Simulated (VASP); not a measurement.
# NiO (Fm-3m) in VASP: a series of runs

Aim: see how the results for NiO move with the level of theory and the settings. Levels: r2SCAN0, PBEsol-based screened hybrid with 25 % exact exchange. Tasks: single point.

Program: VASP 6.6.1. These are calculated values, not measurements. Logs are shortened: lines on timing, memory, paths and dates and some standing lists are left out, and cuts for length are marked.

## Step 1: The cell of the first run

Symmetry: Fm-3m, No. 225, cubic system. Conventional cell: a = 4.199 Å, b = 4.199 Å, c = 4.199 Å, α = 90.00°, β = 90.00°, γ = 90.00°. Within 2.8 Å of Ni (site symmetry m-3m) lie 6 O at 2.10 Å. O (site symmetry m-3m) has 6 Ni at 2.10 Å within 2.8 Å.

## Step 2: Single point, r2SCAN0, collinear spin, ferromagnetic start

File POSCAR:

```
NiO
1.0
    0.0000000000      2.0997159621      2.0997159621
    2.0997159621      0.0000000000      2.0997159621
    2.0997159621      2.0997159621      0.0000000000
Ni O
1 1
Direct
    0.0000000000      0.0000000000      0.0000000000
    0.5000000000      0.5000000000      0.5000000000
```

File INCAR.step1:

```
  PREC = Accurate
  ENCUT = 520
  EDIFF = 1E-5
  ISMEAR = -1
  SIGMA = 0.05
  LREAL = F
  LASPH = T
  NELM = 150
  ALGO = Normal
  ISIF = 2
  LWAVE = T
  LCHARG = F
  ISPIN = 2
  MAGMOM = 1 0
  LORBIT = 11
  LMAXMIX = 4
  GGA = PE
  NBANDS = 19
```

File INCAR.step2:

```
  PREC = Accurate
  ENCUT = 520
  EDIFF = 1E-7
  ISMEAR = -1
  SIGMA = 0.05
  LREAL = F
  LASPH = T
  NELM = 150
  ALGO = Normal
  ISIF = 2
  LWAVE = F
  LCHARG = F
  ISPIN = 2
  MAGMOM = 1 0
  LORBIT = 11
  LMAXMIX = 4
  METAGGA = R2SCAN
  LHFCALC = T
  AEXX = 0.25
  LMIXTAU = T
  PRECFOCK = Normal
  ISTART = 1
  NBANDS = 19
```

File KPOINTS:

```
regular mesh
0
Gamma
  6 6 6
```

Potentials or basis: VASP PAW PBE potentials, release 64 (Ni, O).

On the command line:

```bash
$ cat potpaw_PBE.64/Ni/POTCAR potpaw_PBE.64/O/POTCAR > POTCAR
$ cp INCAR.step1 INCAR
$ mpirun -np 1 vasp_std > vasp.out
$ cp INCAR.step2 INCAR
$ mpirun -np 1 vasp_std > vasp.out
```

OUTCAR:

```text
PREC = Accurate
   ENCUT = 520
   EDIFF = 1E-7
   ISMEAR = -1
   LREAL = F
   LASPH = T
   NELM = 150
   ISIF = 2
   ISPIN = 2
   LORBIT = 11
   METAGGA = R2SCAN
   LHFCALC = T
   AEXX = 0.25
   PRECFOCK = Normal
   ISTART = 1

 ion  position               nearest neighbor table
   1  0.000  0.000  0.000-   2 2.10   2 2.10   2 2.10   2 2.10   2 2.10   2 2.10
   2  0.500  0.500  0.500-   1 2.10   1 2.10   1 2.10   1 2.10   1 2.10   1 2.10

  LATTYP: Found a face centered cubic cell.
 ALAT       =     4.1994319242

  Lattice vectors:

 A1 = (   0.0000000000,   2.0997159621,   2.0997159621)
 A2 = (   2.0997159621,   0.0000000000,   2.0997159621)
 A3 = (   2.0997159621,   2.0997159621,   0.0000000000)

Analysis of symmetry for initial positions (statically):
=====================================================================
 Subroutine PRICEL returns:
 Original cell was already a primitive cell.

 Routine SETGRP: Setting up the symmetry group for a
 face centered cubic supercell.

 Subroutine GETGRP returns: Found 48 space group operations
 (whereof 48 operations were pure point group operations)
 out of a pool of 48 trial point group operations.

The static configuration has the point symmetry O_h .

Analysis of symmetry for dynamics (positions and initial velocities):
=====================================================================
 Subroutine PRICEL returns:
 Original cell was already a primitive cell.

 Routine SETGRP: Setting up the symmetry group for a
 face centered cubic supercell.

 Subroutine GETGRP returns: Found 48 space group operations
 (whereof 48 operations were pure point group operations)
 out of a pool of 48 trial point group operations.

The dynamic configuration has the point symmetry O_h .

Analysis of structural, dynamic, and magnetic symmetry:
=====================================================================
 Subroutine PRICEL returns:
 Original cell was already a primitive cell.

 Routine SETGRP: Setting up the symmetry group for a
 face centered cubic supercell.

 Subroutine GETGRP returns: Found 48 space group operations
 (whereof 48 operations were pure point group operations)
 out of a pool of 48 trial point group operations.

The overall configuration has the point symmetry O_h .

 Subroutine INISYM returns: Found 48 space group operations
 (whereof 48 operations are pure point group operations),
 and found     1 'primitive' translations

----------------------------------------------------------------------------------------

                                     Primitive cell

  volume of cell :      18.5145

  direct lattice vectors                    reciprocal lattice vectors
     0.000000000  2.099715962  2.099715962    -0.238127446  0.238127446  0.238127446
     2.099715962  0.000000000  2.099715962     0.238127446 -0.238127446  0.238127446
     2.099715962  2.099715962  0.000000000     0.238127446  0.238127446 -0.238127446

  length of vectors
     2.969446791  2.969446791  2.969446791     0.412448836  0.412448836  0.412448836

  position of ions in fractional coordinates (direct lattice)
     0.000000000  0.000000000  0.000000000
     0.500000000  0.500000000  0.500000000

  ion indices of the primitive-cell ions
   primitive index   ion index
                 1           1
                 2           2

----------------------------------------------------------------------------------------

 KPOINTS: regular mesh

Automatic generation of k-mesh.
 Grid dimensions read from file:
 generate k-points for:    6    6    6

 Generating k-lattice:

  Cartesian coordinates                     Fractional coordinates (reciprocal lattice)
    -0.039687908  0.039687908  0.039687908     0.166666667  0.000000000  0.000000000
     0.039687908 -0.039687908  0.039687908     0.000000000  0.166666667  0.000000000
     0.039687908  0.039687908 -0.039687908     0.000000000  0.000000000  0.166666667

  Length of vectors
     0.068741473  0.068741473  0.068741473

  Shift w.r.t. Gamma in fractional coordinates (k-lattice)
     0.000000000  0.000000000  0.000000000

 Subroutine IBZKPT returns following result:
 ===========================================

 Found     16 irreducible k-points:

 Following reciprocal coordinates:
            Coordinates               Weight
  0.000000  0.000000  0.000000      1.000000
  0.166667  0.000000  0.000000      8.000000
  0.333333  0.000000  0.000000      8.000000
  0.500000  0.000000  0.000000      4.000000
  0.166667  0.166667  0.000000      6.000000
  0.333333  0.166667  0.000000     24.000000
[... 8 lines left out ...]
 -0.333333  0.333333  0.166667     24.000000
 -0.333333  0.500000  0.166667     12.000000
   k-points           NKPTS =     16   k-points in BZ     NKDIM =    216   number of bands    NBANDS=     19
   number of dos      NEDOS =    301   number of ions     NIONS =      2
   total plane-waves  NPLWV =  13824
   dimension x,y,z NGX =    24 NGY =   24 NGZ =   24
   dimension x,y,z NGXF=    48 NGYF=   48 NGZF=   48
   ions per type =               1   1
   NGX,Y,Z   is equivalent  to a cutoff of  13.44, 13.44, 13.44 a.u.
   NGXF,Y,Z  is equivalent  to a cutoff of  26.87, 26.87, 26.87 a.u.
 SYSTEM =  unknown system
   PREC   = accura    normal or accurate (medium, high low for compatibility)
   ISTART =      1    job   : 0-new  1-cont  2-samecut
   ICHARG =      0    charge: 1-file 2-atom 10-const
   ISPIN  =      2    spin polarized calculation?
   LNONCOLLINEAR =      F non collinear calculations
   LSORBIT =      F    spin-orbit coupling
   LASPH  =      T    aspherical Exc in radial PAW
   ENCUT  =  520.0 eV  38.22 Ry    6.18 a.u.   5.52  5.52  5.52*2*pi/ulx,y,z
   NELM   =    150;   NELMIN=  2; NELMDL=  0     # of ELM steps
   EDIFF  = 0.1E-06   stopping-criterion for ELM
   LREAL  =      F    real-space projection
   EDIFFG = 0.1E-05   stopping-criterion for IOM
   NSW    =      0    number of steps for IOM
   IBRION =     -1    ionic relax: 0-MD 1-quasi-New 2-CG
   NFREE  =      0    steps in history (QN), initial steepest desc. (CG)
   ISIF   =      2    stress and relaxation
   ISYM   =      3    0-nonsym 1-usesym 2-fastsym
   POTIM  = 0.5000    time-step for ionic-motion
   TEBEG  =    0.0;   TEEND  =   0.0 temperature during run
   PSTRESS=    0.0 pullay stress
   NELECT =      16.0000    total number of electrons
   NUPDOWN=      -1.0000    fix difference up-down
   EMIN   =  10.00;   EMAX   =-10.00  energy-range for DOS
   EFERMI =   0.00;   METHOD = LEGACY
   ISMEAR =    -1;   SIGMA  =   0.05  broadening in eV -4-tet -1-fermi 0-gaus
   EFERMI_NEDOS =   21; number of points for ismear=-14 and -15
   IALGO  =     38    algorithm
   IMIX   =      1    mixing-type and parameters
     AMIX     =   0.40;   BMIX     =  1.00
     AMIX_MAG =   1.60;   BMIX_MAG =  1.00
  volume/ion in A,a.u.               =       9.26        62.47
  Fermi-wavevector in a.u.,A,eV,Ry     =   1.559352  2.946749 33.083654  2.431580
  Thomas-Fermi vector in A             =   2.662723
   LORBIT       =     11    0 simple, 1 ext, 2 COOP (PROOUT), +10 PAW based schemes
   METAGGA = R2SCAN    functional components
   LHFCALC =     T    Hartree Fock is set to
   PRECFOCK=normal    Normal, Fast or Accurate (Low or Medium for compatibility)
   ENCUT4O =  -1.0   cutoff for four orbital integrals eV
   NKREDX  =     1    reduce k-point grid by
   NKREDY  =     1    reduce k-point grid by
   NKREDZ  =     1    reduce k-point grid by
   AEXX    =    0.2500 exact exchange contribution
   HFSCREEN=    0.0000 screening length (either q_TF or 0.3 A-1)
   HFSCREENC=   0.0000 screening length for correlation (either q_TF or 0.3 A-1)
   ENCUTFOCK=  -1.0 apply spherical cutoff to Coloumb kernel
   IVDW    =     0    specifies the selected vdW correction
   LEPSILON=     F    determine dielectric tensor
   LRPA    =     F    only Hartree local field effects (RPA)
 spin polarized calculation
  energy-cutoff  :      520.00
  volume of cell :       18.51
 maximum number of plane-waves:       531
 NGX is ok and might be reduce to    24
  NGX = 18; NGY = 18; NGZ = 18

 number of electron      16.0000011 magnetization       2.0001268

 Free energy of the ion-electron system (eV)
  ---------------------------------------------------
  ext. energy  EPLUGINS =         0.00000000
  ---------------------------------------------------
  free energy    TOTEN  =       -24.22387619 eV

  energy without entropy =      -24.22387619  energy(sigma->0) =      -24.22387619

 E-fermi :   6.5881     XC(G=0): -10.3092

 val. band max:        5.4052195943   @ k =   0.5000   0.0000   0.0000
 cond. band min:      10.2492560405   @ k =   0.0000   0.0000   0.0000
 fundamental gap:      4.8440364462
 Fermi energy:         6.5880783890

 spin component 1

 k-point     1 :       0.0000    0.0000    0.0000
  band No.  band energies     occupation
      1     -16.2000      1.00000
      2       0.0892      1.00000
      3       0.0893      1.00000
      4       1.2341      1.00000
      5       1.2343      1.00000
      6       1.2343      1.00000
[... 11 lines left out ...]
     18      35.1124      0.00000
     19      35.1128      0.00000
[... 312 lines left out ...]
      2      -1.0137      1.00000
      3      -0.8552      1.00000
      4      -0.1802      1.00000
      5       0.8282      1.00000
      6       2.0894      1.00000
[... 11 lines left out ...]
     18      42.2807      0.00000
     19      45.0827      0.00000
 Fermi energy:         6.5880783890

 spin component 2

 k-point     1 :       0.0000    0.0000    0.0000
  band No.  band energies     occupation
      1     -15.6864      1.00000
      2       2.3514      1.00000
      3       2.3517      1.00000
      4       2.3518      1.00000
      5       4.0355      1.00000
      6       4.0356      1.00000
[... 11 lines left out ...]
     18      36.6764      0.00000
     19      36.6777      0.00000
[... 313 lines left out ...]
      3       0.5369      1.00000
      4       1.5205      1.00000
      5       3.2460      1.00000
      6       3.3053      1.00000
[... 11 lines left out ...]
     18      42.6456      0.00000
     19      45.7144      0.00000

------------------------ aborting loop because EDIFF is reached ----------------------------------------

  FORCE on cell =-STRESS in cart. coord.  units (eV):
  Direction    XX          YY          ZZ          XY          YZ          ZX
  --------------------------------------------------------------------------------------
  -------------------------------------------------------------------------------------
  Total       -0.4564056     -0.4564056     -0.4564056     -0.0000000     -0.0000000      0.0000000
  in kB      -39.4957122    -39.4957122    -39.4957122     -0.0000000     -0.0000000      0.0000000
  external PRESSURE =     -39.4957122 kB  Pullay stress =       0.0000000 kB

 VOLUME and BASIS-vectors are now :
 -----------------------------------------------------------------------------
  energy-cutoff  :      520.00
  volume of cell :       18.51
      direct lattice vectors                 reciprocal lattice vectors
     0.000000000  2.099715962  2.099715962    -0.238127446  0.238127446  0.238127446
     2.099715962  0.000000000  2.099715962     0.238127446 -0.238127446  0.238127446
     2.099715962  2.099715962  0.000000000     0.238127446  0.238127446 -0.238127446

 POSITION                                       TOTAL-FORCE (eV/Angst)
 -----------------------------------------------------------------------------------
      0.00000      0.00000      0.00000        -0.000000      0.000000      0.000000
      2.09972      2.09972      2.09972         0.000000     -0.000000     -0.000000
 -----------------------------------------------------------------------------------
    total drift:                               -0.000018     -0.000014     -0.000012

  FREE ENERGIE OF THE ION-ELECTRON SYSTEM (eV)
  ---------------------------------------------------
  free  energy   TOTEN  =       -24.2238761915 eV

  energy  without entropy=      -24.2238761915  energy(sigma->0) =      -24.22387619

 total charge

# of ion       s       p       d       tot
------------------------------------------
    1        0.323   0.416   8.111   8.851
    2        1.553   3.535   0.000   5.088
--------------------------------------------------
tot          1.876   3.951   8.111  13.938

 magnetization (x)

# of ion       s       p       d       tot
------------------------------------------
    1        0.007   0.006   1.766   1.779
    2        0.025   0.178   0.000   0.203
--------------------------------------------------
tot          0.032   0.184   1.766   1.982
```

Wall time 1.9 h (1 thread of Oxide Virtual Turin-like, shared host); peak memory 0.14 GiB.

Results:

| Property | Result |
| --- | --- |
| Free energy | -24.2239 eV |
| Pressure | -3.9 GPa |
| Band gap on the k mesh | 4.84 eV (least direct gap 5.87 eV) |
| Net moment | 2.00 μB per cell |
| Site moments | Ni +1.78; O +0.20 μB |
| Valence electrons inside the program's atomic spheres | Ni 8.85; O 5.09 |

Caveat: the k points lie up to 0.43 Å⁻¹ apart; the PAW data sets were made with another functional, which shifts forces and pressure a little; a cell with one magnetic atom can't hold antiferromagnetic order, which such compounds often take. A k mesh can miss the band edges.

## Step 3: Single point, PBEsol-based screened hybrid with 25 % exact exchange, collinear spin, ferromagnetic start

This run uses another cell than the first one, of 8.89 Å³/atom.

File POSCAR:

```
NiO
1.0
    0.0000000000      2.0719018797      2.0719018797
    2.0719018797      0.0000000000      2.0719018797
    2.0719018797      2.0719018797      0.0000000000
Ni O
1 1
Direct
    0.0000000000      0.0000000000      0.0000000000
    0.5000000000      0.5000000000      0.5000000000
```

File INCAR.step1:

```
SYSTEM = NiO
PREC = Accurate ; ENCUT = 520
EDIFF = 1E-5 ; ISMEAR = -1
SIGMA = 0.05 ; LREAL = .FALSE.
LASPH = .TRUE. ; NELM = 150
ALGO = Normal ; ISIF = 2
LWAVE = .TRUE. ; LCHARG = .FALSE.
ISPIN = 2 ; MAGMOM = 1 0
LORBIT = 11 ; LMAXMIX = 4
NBANDS = 19 ; GGA = PE
```

File INCAR.step2:

```
SYSTEM = NiO
PREC = Accurate ; ENCUT = 520
EDIFF = 1E-7 ; ISMEAR = -1
SIGMA = 0.05 ; LREAL = .FALSE.
LASPH = .TRUE. ; NELM = 150
ALGO = Normal ; ISIF = 2
LWAVE = .FALSE. ; LCHARG = .FALSE.
ISPIN = 2 ; MAGMOM = 1 0
LORBIT = 11 ; LMAXMIX = 4
GGA = PS ; LHFCALC = .TRUE.
AEXX = 0.25 ; HFSCREEN = 0.207
PRECFOCK = Normal ; NBANDS = 19
ISTART = 1
```

File KPOINTS:

```
regular mesh
0
G
  6 6 6
  0 0 0
```

Potentials or basis: VASP PAW PBE potentials, release 64 (Ni, O).

On the command line:

```bash
$ cat potpaw_PBE.64/Ni/POTCAR potpaw_PBE.64/O/POTCAR > POTCAR
$ cp INCAR.step1 INCAR
$ mpirun -np 1 vasp_std > vasp.out
$ cp INCAR.step2 INCAR
$ mpirun -np 1 vasp_std > vasp.out
```

Wall time 86 min (1 thread of Oxide Virtual Turin-like, shared host); peak memory 0.23 GiB.

Results (log left out):

- Free energy: -16.8705 eV
- Pressure: 1.0 GPa
- Band gap on the k mesh: 2.69 eV (least direct gap 3.80 eV)
- Net moment: 2.00 μB per cell
- Site moments: Ni +1.73; O +0.24 μB
- Valence electrons inside the program's atomic spheres: Ni 8.96; O 5.06

Levels at points of the mesh, in eV from the valence-band top:
Spin up:
```
           k point  band 5  band 6  band 7  band 8  band 9  band 10  band 11  band 12  band 13  band 14
(0.00, 0.00, 0.00)   -4.19   -4.19   -2.53   -2.53   -2.53     3.68    19.99    21.20    21.20    21.20
(0.50, 0.00, 0.00)   -3.56   -3.56   -2.62    0.00    0.00     7.58    12.93    16.34    16.34    23.90
(0.50, 0.50, 0.00)   -4.06   -4.06   -4.02   -3.22   -3.22     8.37    13.36    14.00    19.59    19.59
```
Spin down:
| k point | band 4 | band 5 | band 6 | band 7 | band 8 | band 9 | band 10 | band 11 |
| --- | --- | --- | --- | --- | --- | --- | --- | --- |
| (0.00, 0.00, 0.00) | -2.96 | -1.72 | -1.72 | -1.72 | 2.69 | 2.69 | 4.16 | 19.89 |
| (0.50, 0.00, 0.00) | -4.38 | -1.74 | -1.74 | -1.35 | 5.85 | 5.85 | 7.79 | 13.62 |
| (0.50, 0.50, 0.00) | -3.36 | -3.36 | -1.86 | -1.86 | 3.29 | 4.02 | 8.93 | 13.85 |

Caveat: the k points lie up to 0.44 Å⁻¹ apart; the PAW data sets were made with another functional, which shifts forces and pressure a little; a cell with one magnetic atom can't hold antiferromagnetic order, which such compounds often take. A k mesh can miss the band edges.
